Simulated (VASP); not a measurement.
# KBr (Pm-3m) in VASP: further runs

KBr is run at these levels: PBE; tasks: single point.

All numbers are computed with VASP 6.6.1; they aren't measurements. Logs are shortened: lines on timing, memory, paths and dates and some standing lists are left out, and cuts for length are marked.

## Step 1: The cell of the first run

It takes space group Pm-3m (No. 221, cubic). The conventional cell has a = 3.976 Å, b = 3.976 Å, c = 3.976 Å, α = 90.00°, β = 90.00°, γ = 90.00°. K (site symmetry m-3m) has 8 Br at 3.44 Å and 6 K at 3.98 Å within 4.5 Å. Br (site symmetry m-3m) has 8 K at 3.44 Å and 6 Br at 3.98 Å within 4.5 Å.

## Step 2: Single point, PBE

The input, INCAR:

```
SYSTEM = KBr
ALGO = Normal
EDIFF = 1E-7
ENCUT = 520
GGA = PE
ISIF = 2
ISMEAR = 0
LASPH = .True.
LCHARG = .False.
LREAL = .False.
LWAVE = .False.
NBANDS = 15
NELM = 100
PREC = Accurate
SIGMA = 0.01
```

The input, KPOINTS:

```
k-points
0
Gamma
  6 6 6
  0 0 0
```

The input, POSCAR:

```
KBr
1.0
    3.9758690659      0.0000000000      0.0000000000
    0.0000000000      3.9758690659      0.0000000000
    0.0000000000      0.0000000000      3.9758690659
K Br
1 1
Direct
    0.0000000000      0.0000000000      0.0000000000
    0.5000000000      0.5000000000      0.5000000000
```

Potentials or basis: VASP PAW PBE potentials, release 64 (K_sv, Br).

Launch:

```bash
cat potpaw_PBE.64/K_sv/POTCAR potpaw_PBE.64/Br/POTCAR > POTCAR
mpirun -np 1 vasp_std > vasp.out
```

OUTCAR:

```text
SYSTEM = KBr
   EDIFF = 1E-7
   ENCUT = 520
   GGA = PE
   ISIF = 2
   ISMEAR = 0
   LASPH = .True.
   LREAL = .False.
   NELM = 100
   PREC = Accurate

 ion  position               nearest neighbor table
   1  0.000  0.000  0.000-
   2  0.500  0.500  0.500-

  LATTYP: Found a simple cubic cell.
 ALAT       =     3.9758690659

  Lattice vectors:

 A1 = (   3.9758690659,   0.0000000000,   0.0000000000)
 A2 = (   0.0000000000,   3.9758690659,   0.0000000000)
 A3 = (   0.0000000000,   0.0000000000,   3.9758690659)

Analysis of symmetry for initial positions (statically):
=====================================================================
 Subroutine PRICEL returns:
 Original cell was already a primitive cell.

 Routine SETGRP: Setting up the symmetry group for a
 simple cubic supercell.

 Subroutine GETGRP returns: Found 48 space group operations
 (whereof 48 operations were pure point group operations)
 out of a pool of 48 trial point group operations.

The static configuration has the point symmetry O_h .

Analysis of symmetry for dynamics (positions and initial velocities):
=====================================================================
 Subroutine PRICEL returns:
 Original cell was already a primitive cell.

 Routine SETGRP: Setting up the symmetry group for a
 simple cubic supercell.

 Subroutine GETGRP returns: Found 48 space group operations
 (whereof 48 operations were pure point group operations)
 out of a pool of 48 trial point group operations.

The dynamic configuration has the point symmetry O_h .

 Subroutine INISYM returns: Found 48 space group operations
 (whereof 48 operations are pure point group operations),
 and found     1 'primitive' translations

----------------------------------------------------------------------------------------

                                     Primitive cell

  volume of cell :      62.8487

  direct lattice vectors                    reciprocal lattice vectors
     3.975869066  0.000000000  0.000000000     0.251517337  0.000000000  0.000000000
     0.000000000  3.975869066  0.000000000     0.000000000  0.251517337  0.000000000
     0.000000000  0.000000000  3.975869066     0.000000000  0.000000000  0.251517337

  length of vectors
     3.975869066  3.975869066  3.975869066     0.251517337  0.251517337  0.251517337

  position of ions in fractional coordinates (direct lattice)
     0.000000000  0.000000000  0.000000000
     0.500000000  0.500000000  0.500000000

  ion indices of the primitive-cell ions
   primitive index   ion index
                 1           1
                 2           2

----------------------------------------------------------------------------------------

 KPOINTS: k-points

Automatic generation of k-mesh.
 Grid dimensions read from file:
 generate k-points for:    6    6    6

 Generating k-lattice:

  Cartesian coordinates                     Fractional coordinates (reciprocal lattice)
     0.041919556  0.000000000  0.000000000     0.166666667  0.000000000  0.000000000
     0.000000000  0.041919556  0.000000000     0.000000000  0.166666667  0.000000000
     0.000000000  0.000000000  0.041919556     0.000000000  0.000000000  0.166666667

  Length of vectors
     0.041919556  0.041919556  0.041919556

  Shift w.r.t. Gamma in fractional coordinates (k-lattice)
     0.000000000  0.000000000  0.000000000

 Subroutine IBZKPT returns following result:
 ===========================================

 Found     20 irreducible k-points:

 Following reciprocal coordinates:
            Coordinates               Weight
  0.000000  0.000000  0.000000      1.000000
  0.166667  0.000000  0.000000      6.000000
  0.333333  0.000000  0.000000      6.000000
  0.500000  0.000000  0.000000      3.000000
  0.166667  0.166667  0.000000     12.000000
  0.333333  0.166667  0.000000     24.000000
[... 12 lines left out ...]
  0.500000  0.500000  0.333333      6.000000
  0.500000  0.500000  0.500000      1.000000
   k-points           NKPTS =     20   k-points in BZ     NKDIM =     20   number of bands    NBANDS=     15
   number of dos      NEDOS =    301   number of ions     NIONS =      2
   total plane-waves  NPLWV =  27000
   dimension x,y,z NGX =    30 NGY =   30 NGZ =   30
   dimension x,y,z NGXF=    60 NGYF=   60 NGZF=   60
   ions per type =               1   1
   NGX,Y,Z   is equivalent  to a cutoff of  12.54, 12.54, 12.54 a.u.
   NGXF,Y,Z  is equivalent  to a cutoff of  25.09, 25.09, 25.09 a.u.
 SYSTEM =  KBr
   PREC   = accura    normal or accurate (medium, high low for compatibility)
   ISTART =      0    job   : 0-new  1-cont  2-samecut
   ICHARG =      2    charge: 1-file 2-atom 10-const
   ISPIN  =      1    spin polarized calculation?
   LNONCOLLINEAR =      F non collinear calculations
   LSORBIT =      F    spin-orbit coupling
   LASPH  =      T    aspherical Exc in radial PAW
   ENCUT  =  520.0 eV  38.22 Ry    6.18 a.u.   7.39  7.39  7.39*2*pi/ulx,y,z
   NELM   =    100;   NELMIN=  2; NELMDL= -5     # of ELM steps
   EDIFF  = 0.1E-06   stopping-criterion for ELM
   LREAL  =      F    real-space projection
   EDIFFG = 0.1E-05   stopping-criterion for IOM
   NSW    =      0    number of steps for IOM
   IBRION =     -1    ionic relax: 0-MD 1-quasi-New 2-CG
   NFREE  =      0    steps in history (QN), initial steepest desc. (CG)
   ISIF   =      2    stress and relaxation
   ISYM   =      2    0-nonsym 1-usesym 2-fastsym
   POTIM  = 0.5000    time-step for ionic-motion
   TEBEG  =    0.0;   TEEND  =   0.0 temperature during run
   PSTRESS=    0.0 pullay stress
   NELECT =      16.0000    total number of electrons
   NUPDOWN=      -1.0000    fix difference up-down
   EMIN   =  10.00;   EMAX   =-10.00  energy-range for DOS
   EFERMI =   0.00;   METHOD = LEGACY
   ISMEAR =     0;   SIGMA  =   0.01  broadening in eV -4-tet -1-fermi 0-gaus
   EFERMI_NEDOS =   21; number of points for ismear=-14 and -15
   IALGO  =     38    algorithm
   IMIX   =      4    mixing-type and parameters
     AMIX     =   0.40;   BMIX     =  1.00
     AMIX_MAG =   1.60;   BMIX_MAG =  1.00
  volume/ion in A,a.u.               =      31.42       212.06
  Fermi-wavevector in a.u.,A,eV,Ry     =   1.037567  1.960717 14.647283  1.076545
  Thomas-Fermi vector in A             =   2.172011
   LORBIT       =      0    0 simple, 1 ext, 2 COOP (PROOUT), +10 PAW based schemes
   GGA     = PE    functional components
   LHFCALC =     F    Hartree Fock is set to
   AEXX    =    0.0000 exact exchange contribution
   IVDW    =     0    specifies the selected vdW correction
   LEPSILON=     F    determine dielectric tensor
   LRPA    =     F    only Hartree local field effects (RPA)
 non-spin polarized calculation
 Gauss-broadening in eV      SIGMA  =   0.01
  energy-cutoff  :      520.00
  volume of cell :       62.85
 maximum number of plane-waves:      1743
 NGX is ok and might be reduce to    30
   NGX = 15   NGY = 15   NGZ = 15

 number of electron      15.9999996 magnetization

 Free energy of the ion-electron system (eV)
  ---------------------------------------------------
  ext. energy  EPLUGINS =         0.00000000
  ---------------------------------------------------
  free energy    TOTEN  =        -6.06972292 eV

  energy without entropy =       -6.06972292  energy(sigma->0) =       -6.06972292

 E-fermi :  -0.3893     XC(G=0):  -8.0377

 val. band max:       -0.5065076164   @ k =   0.5000   0.5000   0.0000
 cond. band min:       3.5166432398   @ k =   0.0000   0.0000   0.0000
 fundamental gap:      4.0231508562
 Fermi energy:        -0.3892592534

 k-point     1 :       0.0000    0.0000    0.0000
  band No.  band energies     occupation
      1     -29.1061      2.00000
      2     -13.3878      2.00000
      3     -12.5267      2.00000
      4     -12.5267      2.00000
      5     -12.5267      2.00000
      6      -0.7837      2.00000
      7      -0.7837      2.00000
      8      -0.7837      2.00000
      9       3.5166      0.00000
     10       5.2841      0.00000
     11       5.2841      0.00000
     12       9.2561      0.00000
     13       9.2561      0.00000
     14       9.2561      0.00000
     15      11.9815      0.00000

 k-point     2 :       0.1667    0.0000    0.0000
  band No.  band energies     occupation
      1     -29.1029      2.00000
      2     -13.4345      2.00000
      3     -12.5208      2.00000
      4     -12.5208      2.00000
      5     -12.4743      2.00000
      6      -1.3706      2.00000
      7      -0.7788      2.00000
      8      -0.7788      2.00000
      9       4.1604      0.00000
     10       5.5038      0.00000
     11       5.8939      0.00000
     12       9.1780      0.00000
     13       9.1780      0.00000
     14       9.3759      0.00000
     15      10.9876      0.00000

 k-point     3 :       0.3333    0.0000    0.0000
  band No.  band energies     occupation
      1     -29.0966      2.00000
      2     -13.5231      2.00000
      3     -12.5091      2.00000
      4     -12.5091      2.00000
      5     -12.3700      2.00000
      6      -2.2444      2.00000
      7      -0.7697      2.00000
      8      -0.7697      2.00000
      9       5.3558      0.00000
     10       6.1165      0.00000
     11       7.0754      0.00000
     12       9.1654      0.00000
     13       9.1654      0.00000
     14       9.3568      0.00000
     15       9.6524      0.00000

 k-point     4 :       0.5000    0.0000    0.0000
  band No.  band energies     occupation
      1     -29.0934      2.00000
      2     -13.5656      2.00000
      3     -12.5033      2.00000
      4     -12.5033      2.00000
      5     -12.3174      2.00000
      6      -2.6030      2.00000
      7      -0.7656      2.00000
      8      -0.7656      2.00000
      9       6.1686      0.00000
     10       6.6750      0.00000
     11       7.4232      0.00000
     12       8.4103      0.00000
     13       9.3013      0.00000
     14       9.3013      0.00000
     15       9.8169      0.00000
[... 235 lines left out ...]
 k-point    18 :       0.5000    0.3333    0.3333
  band No.  band energies     occupation
      1     -29.0761      2.00000
      2     -13.0882      2.00000
      3     -12.6257      2.00000
      4     -12.6183      2.00000
      5     -12.6163      2.00000
      6      -2.0659      2.00000
      7      -1.7811      2.00000
      8      -1.6839      2.00000
      9       6.2305      0.00000
     10       6.8130      0.00000
     11       7.1947      0.00000
     12       8.4680      0.00000
     13       8.8780      0.00000
     14       9.1497      0.00000
     15      10.8268      0.00000

 k-point    19 :       0.5000    0.5000    0.3333
  band No.  band energies     occupation
      1     -29.0732      2.00000
      2     -13.0033      2.00000
      3     -12.6636      2.00000
      4     -12.6636      2.00000
      5     -12.6123      2.00000
      6      -2.0378      2.00000
      7      -2.0378      2.00000
      8      -1.7343      2.00000
      9       6.2178      0.00000
     10       7.1143      0.00000
     11       7.1143      0.00000
     12       8.3829      0.00000
     13       9.3344      0.00000
     14       9.3344      0.00000
     15      10.8430      0.00000

 k-point    20 :       0.5000    0.5000    0.5000
  band No.  band energies     occupation
      1     -29.0704      2.00000
      2     -12.9666      2.00000
      3     -12.6535      2.00000
      4     -12.6535      2.00000
      5     -12.6535      2.00000
      6      -2.0548      2.00000
      7      -2.0548      2.00000
      8      -2.0548      2.00000
      9       7.0075      0.00000
     10       7.0075      0.00000
     11       7.0075      0.00000
     12       9.0901      0.00000
     13       9.0901      0.00000
     14       9.0901      0.00000
     15      10.8258      0.00000

------------------------ aborting loop because EDIFF is reached ----------------------------------------

  FORCE on cell =-STRESS in cart. coord.  units (eV):
  Direction    XX          YY          ZZ          XY          YZ          ZX
  --------------------------------------------------------------------------------------
  -------------------------------------------------------------------------------------
  Total        0.3406539      0.3406539      0.3406539      0.0000000     -0.0000000      0.0000000
  in kB        8.6841586      8.6841586      8.6841586      0.0000000     -0.0000000      0.0000000
  external PRESSURE =       8.6841586 kB  Pullay stress =       0.0000000 kB

 VOLUME and BASIS-vectors are now :
 -----------------------------------------------------------------------------
  energy-cutoff  :      520.00
  volume of cell :       62.85
      direct lattice vectors                 reciprocal lattice vectors
     3.975869066  0.000000000  0.000000000     0.251517337  0.000000000  0.000000000
     0.000000000  3.975869066  0.000000000     0.000000000  0.251517337  0.000000000
     0.000000000  0.000000000  3.975869066     0.000000000  0.000000000  0.251517337

 POSITION                                       TOTAL-FORCE (eV/Angst)
 -----------------------------------------------------------------------------------
      0.00000      0.00000      0.00000         0.000000      0.000000      0.000000
      1.98793      1.98793      1.98793         0.000000      0.000000      0.000000
 -----------------------------------------------------------------------------------
    total drift:                                0.000000      0.000000     -0.000000

  FREE ENERGIE OF THE ION-ELECTRON SYSTEM (eV)
  ---------------------------------------------------
  free  energy   TOTEN  =        -6.0697229170 eV

  energy  without entropy=       -6.0697229170  energy(sigma->0) =       -6.06972292
```

Wall time 28 s (1 thread of Intel Xeon 8259CL, shared host); peak memory 0.17 GiB.

Results:

* Free energy: -6.0697 eV
* Pressure: 0.9 GPa
* Band gap on the k mesh: 4.02 eV (least direct gap 4.30 eV)

Levels at points of the mesh, in eV from the valence-band top:
```
           k point  band 4  band 5  band 6  band 7  band 8  band 9  band 10  band 11  band 12  band 13
(0.00, 0.00, 0.00)  -12.02  -12.02   -0.28   -0.28   -0.28    4.02     5.79     5.79     9.76     9.76
(0.50, 0.00, 0.00)  -12.00  -11.81   -2.10   -0.26   -0.26    6.68     7.18     7.93     8.92     9.81
(0.50, 0.50, 0.00)  -12.19  -11.98   -1.48   -1.48    0.00    5.23     6.54     8.07     8.07    10.64
(0.50, 0.50, 0.50)  -12.15  -12.15   -1.55   -1.55   -1.55    7.51     7.51     7.51     9.60     9.60
```

## Step 3: Single point, PBE (31.07 Å³/atom)

This run uses another cell than the first one, of 31.07 Å³/atom.

The input, INCAR:

```
SYSTEM = KBr
ALGO     = Normal         ! electronic algorithm
EDIFF    = 1E-7           ! SCF threshold, eV
ENCUT    = 520            ! plane-wave cutoff, eV
GGA      = PE             ! functional
ISIF     = 2              ! what is computed and relaxed
ISMEAR   = 0              ! smearing method
LASPH    = .TRUE.         ! aspherical terms in the spheres
LCHARG   = .TRUE.         ! write CHGCAR
LELF     = .TRUE.         ! ELF
LREAL    = .FALSE.        ! projectors in reciprocal space
LVHAR    = .TRUE.       
LWAVE    = .FALSE.        ! write WAVECAR
NBANDS   = 15             ! bands
NELM     = 100            ! most SCF steps
PREC     = Accurate       ! precision mode
SIGMA    = 0.01           ! smearing width, eV
```

The input, KPOINTS:

```
k-points
0
G
  6 6 6
  0 0 0
```

The input, POSCAR:

```
KBr
1.0
    3.9609554510      0.0000000000      0.0000000000
    0.0000000000      3.9609554510      0.0000000000
    0.0000000000      0.0000000000      3.9609554510
K Br
1 1
Direct
    0.0000000000      0.0000000000      0.0000000000
    0.5000000000      0.5000000000      0.5000000000
```

Potentials or basis: VASP PAW PBE potentials, release 64 (K_sv, Br).

Launch:

```bash
cat potpaw_PBE.64/K_sv/POTCAR potpaw_PBE.64/Br/POTCAR > POTCAR
mpirun -np 1 vasp_std > vasp.out
```

It took 30 s on 1 thread of Intel Xeon 8259CL, shared host; peak memory 0.17 GiB.

Results (log left out):

```yaml
Free_energy: -6.0653 eV
Pressure: 1.1 GPa
Band_gap_on_the_k_mesh: 4.06 eV (least direct gap 4.34 eV)
```

Levels at points of the mesh, in eV from the valence-band top:
| k point | band 4 | band 5 | band 6 | band 7 | band 8 | band 9 | band 10 | band 11 | band 12 | band 13 |
| --- | --- | --- | --- | --- | --- | --- | --- | --- | --- | --- |
| (0.00, 0.00, 0.00) | -12.00 | -12.00 | -0.28 | -0.28 | -0.28 | 4.06 | 5.77 | 5.77 | 9.79 | 9.79 |
| (0.50, 0.00, 0.00) | -11.98 | -11.79 | -2.13 | -0.27 | -0.27 | 6.72 | 7.18 | 7.99 | 8.92 | 9.84 |
| (0.50, 0.50, 0.00) | -12.18 | -11.96 | -1.51 | -1.51 | 0.00 | 5.23 | 6.55 | 8.08 | 8.08 | 10.72 |
| (0.50, 0.50, 0.50) | -12.14 | -12.14 | -1.58 | -1.58 | -1.58 | 7.54 | 7.54 | 7.54 | 9.64 | 9.64 |

## Step 4: Single point, PBE (32.06 Å³/atom)

This run uses another cell than the first one, of 32.06 Å³/atom.

The input, INCAR:

```
ALGO = Normal
EDIFF = 1E-6
ENCUT = 520
GGA = PE
ISIF = 2
ISMEAR = 0
LASPH = T
LCHARG = F
LREAL = F
LWAVE = F
NBANDS = 15
NELM = 100
PREC = Accurate
SIGMA = 0.01
```

The input, KPOINTS:

```
k-points
0
Gamma
  6 6 6
```

The input, POSCAR:

```
KBr
1.0
    4.0026527831      0.0000000000      0.0000000000
    0.0000000000      4.0026527831      0.0000000000
    0.0000000000      0.0000000000      4.0026527831
K Br
1 1
Direct
    0.0000000000      0.0000000000      0.0000000000
    0.5000000000      0.5000000000      0.5000000000
```

Launch:

```bash
cat potpaw_PBE.64/K_sv/POTCAR potpaw_PBE.64/Br/POTCAR > POTCAR
mpirun -np 1 vasp_std > vasp.out
```

Run time: 26 s. Hardware: 1 thread of Intel Xeon 8259CL, shared host; peak memory 0.17 GiB.

It converged, with:

| Quantity | Value |
| --- | --- |
| Free energy | -6.0753 eV |
| Pressure | 0.5 GPa |
| Band gap on the k mesh | 3.96 eV (least direct gap 4.23 eV) |

Levels at points of the mesh, in eV from the valence-band top:
| k point | band 6 | band 7 | band 8 | band 9 | band 10 | band 11 |
| --- | --- | --- | --- | --- | --- | --- |
| (0.00, 0.00, 0.00) | -0.27 | -0.27 | -0.27 | 3.96 | 5.82 | 5.82 |
| (0.50, 0.00, 0.00) | -2.03 | -0.25 | -0.25 | 6.60 | 7.18 | 7.82 |
| (0.50, 0.50, 0.00) | -1.44 | -1.44 | 0.00 | 5.23 | 6.53 | 8.07 |
| (0.50, 0.50, 0.50) | -1.49 | -1.49 | -1.49 | 7.47 | 7.47 | 7.47 |

A k mesh can miss the band edges.

## Step 5: Overview

```csv
cell,gap on the mesh (eV),pressure (GPa)
"a = 3.976 Å, 2 atoms",4.02,0.9
"a = 3.961 Å, 2 atoms",4.06,1.1
"a = 4.003 Å, 2 atoms",3.96,0.5
```

Alike in all rows: task single point; level PBE; potentials or basis VASP PAW PBE potentials, release 64 (K_sv, Br); no spin polarisation; k mesh 6 × 6 × 6; cutoff (eV) 520; smearing gaussian 0.01 eV.

Absolute energies hang on the potentials; compare differences alone.
